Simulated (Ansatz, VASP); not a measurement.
## SrO in VASP and in Ansatz

The input INCAR:

```
PREC = Accurate
ENCUT = 520
EDIFF = 1E-7
ISMEAR = 0
SIGMA = 0.05
LREAL = False
LASPH = True
NELM = 60
ALGO = Normal
ISIF = 2
LWAVE = False
LCHARG = False
GGA = PE
NBANDS = 15
```

Contents of KPOINTS:

```
Automatic mesh
0
Gamma
  8 8 8
```

POSCAR

```
SrO
1.0
   -0.0259739176      2.5973917585      2.5973917585
    2.5973917585     -0.0259739176      2.5973917585
    2.5714178409      2.5714178409      0.0000000000
Sr O
1 1
Direct
    0.0000000000      0.0000000000      0.0000000000
    0.5000000000      0.5000000000      0.5000000000
```

Input for Ansatz:

```yaml
crystal:
  lattice:
    - [-0.0259739176, 2.5973917585, 2.5973917585]
    - [2.5973917585, -0.0259739176, 2.5973917585]
    - [2.5714178409, 2.5714178409, 0.0]
  atoms:
    - { symbol: Sr, position: [0.0, 0.0, 0.0] }
    - { symbol: O, position: [0.5, 0.5, 0.5] }
basis:
  ecutwfc: 420
kpoints:
  mp_grid: { grid: [8, 8, 8] }
hamiltonian:
  xc: pbe
scf:
  occupations: { method: gaussian, width: 0.05 }
output:
  forces: true
  stress: true
  eigenvalues: true
```

Change from the starting cell: strain -0.0200 x Voigt [0, 0, 0, 0, 0, 1], atoms carried along.

Alike in both runs: task single point; functional PBE; k mesh 8 × 8 × 8; occupations gaussian, width 0.05 eV; no spin polarisation.

|  | VASP | Ansatz |
| --- | --- | --- |
| version | VASP 6.6.1 | Ansatz 0.2.0 |
| potentials or method | VASP PAW PBE potentials, release 64 (Sr_sv, O), cutoff 520 eV | scalar-relativistic, plane waves, PAW |
| valence electrons in the cell | 16 | 16 |

|  | VASP | Ansatz | Ansatz less VASP |
| --- | --- | --- | --- |
| gap on the k mesh at the Fermi level (eV) | 3.26 | 3.30 | +0.046 |
| least direct gap on the mesh (eV) | 3.36 | 3.40 | +0.036 |
| pressure (GPa) | 0.5 | 0.0 | -0.51 |
| traceless stress, the component that is largest in VASP (GPa) | 1.09 | 1.09 | +0.001 |

With one functional, cell and mesh, what is left measures potentials, basis and numerics.
